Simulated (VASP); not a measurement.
# HgTe (Fm-3m) in VASP: notebook

HgTe is run at these levels: PBE; tasks: single point, relaxation of cell and atoms.

Everything below comes from runs of VASP 6.6.1. Logs are shortened: lines on timing, memory, paths and dates and some standing lists are left out, and cuts for length are marked.

### Step 1. The cell of the first run

The structure is cubic, space group Fm-3m (No. 225). Conventional cell: a = 5.843 Å, b = 5.843 Å, c = 5.843 Å, α = 90.00°, β = 90.00°, γ = 90.00°. Hg (site symmetry m-3m) has 6 Te at 2.92 Å within 3.8 Å. Te (site symmetry m-3m) has 6 Hg at 2.92 Å within 3.8 Å.

### Step 2. Single point, PBE

The input, INCAR:

```
SYSTEM = HgTe
PREC = Accurate
ENCUT = 500
EDIFF = 1E-6
ISMEAR = 0
SIGMA = 0.1
LREAL = .False.
LASPH = .True.
NELM = 120
ALGO = Normal
ISIF = 2
LWAVE = .False.
LCHARG = .True.
GGA = PE
LELF = .True.
LVHAR = .True.
NBANDS = 16
GGA_COMPAT = .False.
```

The input, KPOINTS:

```
regular mesh
0
Gamma
  6 6 6
  0 0 0
```

The input, POSCAR:

```
HgTe
1.0
    0.0000000000      2.9215000000      2.9215000000
    2.9215000000      0.0000000000      2.9215000000
    2.9215000000      2.9215000000      0.0000000000
Hg Te
1 1
Direct
    0.0000000000      0.0000000000      0.0000000000
    0.5000000000      0.5000000000      0.5000000000
```

Potentials or basis: VASP PAW PBE potentials, release 64 (Hg, Te).

The run is started by

```console
> cat potpaw_PBE.64/Hg/POTCAR potpaw_PBE.64/Te/POTCAR > POTCAR
> mpirun -np 1 vasp_std > vasp.out
```

OUTCAR:

```text
SYSTEM = HgTe
   PREC = Accurate
   ENCUT = 500
   EDIFF = 1E-6
   ISMEAR = 0
   LREAL = .False.
   LASPH = .True.
   NELM = 120
   ISIF = 2
   GGA = PE

 ion  position               nearest neighbor table
   1  0.000  0.000  0.000-   2 2.92   2 2.92   2 2.92   2 2.92   2 2.92   2 2.92
   2  0.500  0.500  0.500-   1 2.92   1 2.92   1 2.92   1 2.92   1 2.92   1 2.92

  LATTYP: Found a face centered cubic cell.
 ALAT       =     5.8430000000

  Lattice vectors:

 A1 = (   0.0000000000,   2.9215000000,   2.9215000000)
 A2 = (   2.9215000000,   0.0000000000,   2.9215000000)
 A3 = (   2.9215000000,   2.9215000000,   0.0000000000)

Analysis of symmetry for initial positions (statically):
=====================================================================
 Subroutine PRICEL returns:
 Original cell was already a primitive cell.

 Routine SETGRP: Setting up the symmetry group for a
 face centered cubic supercell.

 Subroutine GETGRP returns: Found 48 space group operations
 (whereof 48 operations were pure point group operations)
 out of a pool of 48 trial point group operations.

The static configuration has the point symmetry O_h .

Analysis of symmetry for dynamics (positions and initial velocities):
=====================================================================
 Subroutine PRICEL returns:
 Original cell was already a primitive cell.

 Routine SETGRP: Setting up the symmetry group for a
 face centered cubic supercell.

 Subroutine GETGRP returns: Found 48 space group operations
 (whereof 48 operations were pure point group operations)
 out of a pool of 48 trial point group operations.

The dynamic configuration has the point symmetry O_h .

 Subroutine INISYM returns: Found 48 space group operations
 (whereof 48 operations are pure point group operations),
 and found     1 'primitive' translations

----------------------------------------------------------------------------------------

                                     Primitive cell

  volume of cell :      49.8710

  direct lattice vectors                    reciprocal lattice vectors
     0.000000000  2.921500000  2.921500000    -0.171144960  0.171144960  0.171144960
     2.921500000  0.000000000  2.921500000     0.171144960 -0.171144960  0.171144960
     2.921500000  2.921500000  0.000000000     0.171144960  0.171144960 -0.171144960

  length of vectors
     4.131624922  4.131624922  4.131624922     0.296431766  0.296431766  0.296431766

  position of ions in fractional coordinates (direct lattice)
[... 70 lines left out ...]
   EDIFF  = 0.1E-05   stopping-criterion for ELM
   LREAL  =      F    real-space projection
   EDIFFG = 0.1E-04   stopping-criterion for IOM
   NSW    =      0    number of steps for IOM
   IBRION =     -1    ionic relax: 0-MD 1-quasi-New 2-CG
   NFREE  =      0    steps in history (QN), initial steepest desc. (CG)
   ISIF   =      2    stress and relaxation
   ISYM   =      2    0-nonsym 1-usesym 2-fastsym
   POTIM  = 0.5000    time-step for ionic-motion
   TEBEG  =    0.0;   TEEND  =   0.0 temperature during run
   PSTRESS=    0.0 pullay stress
   NELECT =      18.0000    total number of electrons
   NUPDOWN=      -1.0000    fix difference up-down
   EMIN   =  10.00;   EMAX   =-10.00  energy-range for DOS
   EFERMI =   0.00;   METHOD = LEGACY
   ISMEAR =     0;   SIGMA  =   0.10  broadening in eV -4-tet -1-fermi 0-gaus
   EFERMI_NEDOS =   21; number of points for ismear=-14 and -15
   IALGO  =     38    algorithm
   IMIX   =      4    mixing-type and parameters
     AMIX     =   0.40;   BMIX     =  1.00
     AMIX_MAG =   1.60;   BMIX_MAG =  1.00
  volume/ion in A,a.u.               =      24.94       168.27
  Fermi-wavevector in a.u.,A,eV,Ry     =   1.165601  2.202666 18.485213  1.358625
  Thomas-Fermi vector in A             =   2.302124
   LORBIT       =      0    0 simple, 1 ext, 2 COOP (PROOUT), +10 PAW based schemes
   GGA     = PE    functional components
   LHFCALC =     F    Hartree Fock is set to
   AEXX    =    0.0000 exact exchange contribution
   IVDW    =     0    specifies the selected vdW correction
   LEPSILON=     F    determine dielectric tensor
   LRPA    =     F    only Hartree local field effects (RPA)
 non-spin polarized calculation
 Gauss-broadening in eV      SIGMA  =   0.10
  energy-cutoff  :      500.00
  volume of cell :       49.87
 maximum number of plane-waves:      1303
   NGX = 15   NGY = 15   NGZ = 15

 number of electron      17.9999997 magnetization

 Free energy of the ion-electron system (eV)
  ---------------------------------------------------
  ext. energy  EPLUGINS =         0.00000000
  ---------------------------------------------------
  free energy    TOTEN  =        -3.15623842 eV

  energy without entropy =       -3.14863132  energy(sigma->0) =       -3.15243487

 E-fermi :   6.0990     XC(G=0): -10.5038

 val. band max:        5.9606103108   @ k =   0.3333   0.0000   0.0000
 cond. band min:       6.1160748867   @ k =  -0.3333   0.1667   0.0000
 fundamental gap:      0.1554645759
 Fermi energy:         6.0990404411

 k-point     1 :       0.0000    0.0000    0.0000
  band No.  band energies     occupation
      1      -7.0902      2.00000
      2      -1.3018      2.00000
      3      -1.3018      2.00000
      4      -1.2377      2.00000
      5      -1.2377      2.00000
      6      -1.2377      2.00000
[... 281 lines left out ...]
      3      -1.3829      2.00000
      4      -1.1463      2.00000
      5      -0.8940      2.00000
      6      -0.1719      2.00000
[... 8 lines left out ...]
     15      17.9544      0.00000
     16      19.2104      0.00000

------------------------ aborting loop because EDIFF is reached ----------------------------------------

  FORCE on cell =-STRESS in cart. coord.  units (eV):
  Direction    XX          YY          ZZ          XY          YZ          ZX
  --------------------------------------------------------------------------------------
  -------------------------------------------------------------------------------------
  Total        3.3154194      3.3154194      3.3154194      0.0000000      0.0000000     -0.0000000
  in kB      106.5126983    106.5126983    106.5126983      0.0000000      0.0000000     -0.0000000
  external PRESSURE =     106.5126983 kB  Pullay stress =       0.0000000 kB

 VOLUME and BASIS-vectors are now :
 -----------------------------------------------------------------------------
  energy-cutoff  :      500.00
  volume of cell :       49.87
      direct lattice vectors                 reciprocal lattice vectors
     0.000000000  2.921500000  2.921500000    -0.171144960  0.171144960  0.171144960
     2.921500000  0.000000000  2.921500000     0.171144960 -0.171144960  0.171144960
     2.921500000  2.921500000  0.000000000     0.171144960  0.171144960 -0.171144960

 POSITION                                       TOTAL-FORCE (eV/Angst)
 -----------------------------------------------------------------------------------
      0.00000      0.00000      0.00000         0.000000      0.000000      0.000000
      2.92150      2.92150      2.92150        -0.000000     -0.000000     -0.000000
 -----------------------------------------------------------------------------------
    total drift:                               -0.000000      0.000000      0.000000

  FREE ENERGIE OF THE ION-ELECTRON SYSTEM (eV)
  ---------------------------------------------------
  free  energy   TOTEN  =        -3.1562384180 eV

  energy  without entropy=       -3.1486313187  energy(sigma->0) =       -3.15243487
```

OSZICAR:

```text
N       E                     dE             d eps       ncg     rms          rms(c)
DAV:   1     0.103909685556E+03    0.10391E+03   -0.82463E+03   520   0.986E+02
DAV:   2    -0.319776029960E+00   -0.10423E+03   -0.96486E+02   600   0.234E+02
DAV:   3    -0.335044215764E+01   -0.30307E+01   -0.30232E+01   624   0.415E+01
DAV:   4    -0.337032787669E+01   -0.19886E-01   -0.19884E-01   656   0.316E+00
DAV:   5    -0.337063882012E+01   -0.31094E-03   -0.31094E-03   640   0.360E-01    0.999E+00
DAV:   6    -0.316372414660E+01    0.20691E+00   -0.41488E-01   600   0.886E+00    0.744E+00
DAV:   7    -0.315716132475E+01    0.65628E-02   -0.80241E-02   648   0.201E+00    0.230E+00
DAV:   8    -0.315625815365E+01    0.90317E-03   -0.85891E-03   544   0.108E+00    0.594E-01
DAV:   9    -0.315622201722E+01    0.36136E-04   -0.48137E-04   664   0.247E-01    0.101E-01
DAV:  10    -0.315623379263E+01   -0.11775E-04   -0.47230E-05   648   0.597E-02    0.388E-02
DAV:  11    -0.315623918727E+01   -0.53946E-05   -0.11398E-05   648   0.260E-02    0.287E-02
DAV:  12    -0.315623841804E+01    0.76924E-06   -0.16226E-06   488   0.107E-02
   1 F= -.31562384E+01 E0= -.31524349E+01  d E =-.760710E-02
```

Wall time 25 s (1 thread of Intel Xeon 8259CL, shared host); peak memory 0.17 GiB.

Results:

| Item | Value |
| --- | --- |
| Free energy | -3.1562 eV |
| Pressure | 10.7 GPa |
| Band gap on the k mesh | zero (bands 9 and 10 overlap by 3.24 eV) |

Caveat: the cell stands under pressure; spin-orbit coupling is left out, which moves the levels of the heavy elements.

### Step 3. Single point, PBE

This run uses another cell than the first one, of 28.76 Å³/atom.

The input, INCAR:

```
SYSTEM = HgTe
PREC = Accurate
ENCUT = 500
EDIFF = 1E-6
ISMEAR = 0
SIGMA = 0.1
LREAL = .FALSE.
LASPH = .TRUE.
NELM = 120
ALGO = Normal
ISIF = 2
LWAVE = .FALSE.
LCHARG = .FALSE.
GGA = PE
NBANDS = 16
GGA_COMPAT = .FALSE.
```

The input, KPOINTS:

```
regular mesh
0
G
  6 6 6
  0 0 0
```

The input, POSCAR:

```
HgTe
1.0
    0.0000000000      3.0639231250      3.0639231250
    3.0639231250      0.0000000000      3.0639231250
    3.0639231250      3.0639231250      0.0000000000
Hg Te
1 1
Direct
    0.0000000000      0.0000000000      0.0000000000
    0.5000000000      0.5000000000      0.5000000000
```

Potentials or basis: VASP PAW PBE potentials, release 64 (Hg, Te).

The run is started by

```console
> cat potpaw_PBE.64/Hg/POTCAR potpaw_PBE.64/Te/POTCAR > POTCAR
> mpirun -np 1 vasp_std > vasp.out
```

Run time: 19 s. Hardware: 1 thread of Intel Xeon 8259CL, shared host; peak memory 0.18 GiB.

The run converged. Its results:

```
Free energy            : -3.3854 eV
Pressure               : 0.3 GPa
Band gap on the k mesh : zero (bands 9 and 10 overlap by 2.46 eV)
```

Levels at points of the mesh, in eV from the Fermi level:
```tsv
k point	band 6	band 7	band 8	band 9	band 10	band 11	band 12	band 13
(0.00, 0.00, 0.00)	-6.65	-1.09	-0.77	-0.77	-0.77	7.55	7.55	7.55
(0.50, 0.00, 0.00)	-6.49	-5.51	0.17	0.17	2.58	3.54	3.91	3.91
(0.50, 0.50, 0.00)	-5.87	-4.24	-2.79	-2.29	-2.29	4.80	9.01	9.01
```

Caveat: spin-orbit coupling is left out, which moves the levels of the heavy elements.

### Step 4. Relaxation of cell and atoms, PBE

The input, INCAR:

```
SYSTEM = HgTe
PREC     = Accurate       ! precision mode
ENCUT    = 500            ! plane-wave cutoff, eV
EDIFF    = 1E-7           ! SCF threshold, eV
ISMEAR   = 0              ! smearing method
SIGMA    = 0.1            ! smearing width, eV
LREAL    = .FALSE.        ! projectors in reciprocal space
LASPH    = .TRUE.         ! aspherical terms in the spheres
NELM     = 120            ! most SCF steps
ALGO     = Normal         ! electronic algorithm
ISIF     = 3              ! what is computed and relaxed
LWAVE    = .FALSE.        ! write WAVECAR
LCHARG   = .FALSE.        ! write CHGCAR
GGA      = PE             ! functional
IBRION   = 2              ! ionic algorithm
NSW      = 60             ! ionic steps
EDIFFG   = -0.04          ! ionic threshold
GGA_COMPAT= .FALSE.      
NELMIN   = 4
```

KPOINTS is that of step 3.

The input, POSCAR:

```
HgTe
1.0
    0.0000000000      2.9215000000      2.9215000000
    2.9215000000      0.0000000000      2.9215000000
    2.9215000000      2.9215000000      0.0000000000
Hg Te
1 1
Direct
    0.0000000000      0.0000000000      0.0000000000
    0.5000000000      0.5000000000      0.5000000000
```

The run is started by

```console
> cat potpaw_PBE.64/Hg/POTCAR potpaw_PBE.64/Te/POTCAR > POTCAR
> mpirun -np 1 vasp_std > vasp.out
```

It took 45 s on 1 thread of Intel Xeon 8259CL, shared host; peak memory 0.18 GiB.

It converged, with:

```yaml
Free_energy: -3.3845 eV
Relaxed_volume: 28.94 Å³/atom
Relaxed_cell: a = 4.342 Å, b = 4.342 Å, c = 4.342 Å, α = 60.00°, β = 60.00°, γ = 60.00°
Space_group_after_relaxing_to_0.1_Å: Fm-3m (No. 225)
Energy_gained_by_relaxing: 114.1 meV/atom
Ionic_steps: 3
Pressure_after_relaxing: 0.0 GPa
Band_gap_on_the_k_mesh: zero (bands 9 and 10 overlap by 2.43 eV)
```

The path:
```csv
step,energy change (eV),largest force (eV/Å),pressure (GPa),volume (Å³)
1,0.0000,0.0000,10.64,49.87
2,-0.1774,0.0000,-3.05,62.81
3,-0.2283,0.0000,0.05,57.88
```

Final structure:
```xyz
2
Lattice="0.0000 3.0702 3.0702 3.0702 0.0000 3.0702 3.0702 3.0702 0.0000" Properties=species:S:1:pos:R:3 pbc="T T T"
Hg    0.0000    0.0000    0.0000
Te    3.0702    3.0702    3.0702
```

Levels at points of the mesh, in eV from the Fermi level:
```
           k point  band 6  band 7  band 8  band 9  band 10  band 11  band 12  band 13
(0.00, 0.00, 0.00)   -6.63   -1.11   -0.75   -0.75    -0.75     7.55     7.55     7.55
(0.50, 0.00, 0.00)   -6.47   -5.49    0.17    0.17     2.59     3.51     3.92     3.92
(0.50, 0.50, 0.00)   -5.86   -4.20   -2.78   -2.26    -2.26     4.81     8.98     8.98
```

Caveat: the volume moved by over 15 % at a fixed basis, so the end points are rough; spin-orbit coupling is left out, which moves the levels of the heavy elements.

### Step 5. The runs side by side

```csv
task,cell,gap on the mesh (eV),pressure (GPa)
single point,"a = 4.132 Å, angles 60.0°, 2 atoms",none,10.7
single point,"a = 4.333 Å, angles 60.0°, 2 atoms",none,0.3
relaxation of cell and atoms,"relaxed from a = 4.132 Å, angles 60.0°, 2 atoms",none,0.0
```

Alike in all rows: level PBE; potentials or basis VASP PAW PBE potentials, release 64 (Hg, Te); no spin polarisation; k mesh 6 × 6 × 6; cutoff (eV) 500; smearing gaussian 0.1 eV.

Caveats: spin-orbit coupling is left out, which moves the levels of the heavy elements; the cell stands under pressure (at least some runs); the volume moved by over 15 % at a fixed basis, so the end points are rough (at least some runs).

Absolute energies hang on the potentials; compare differences alone.
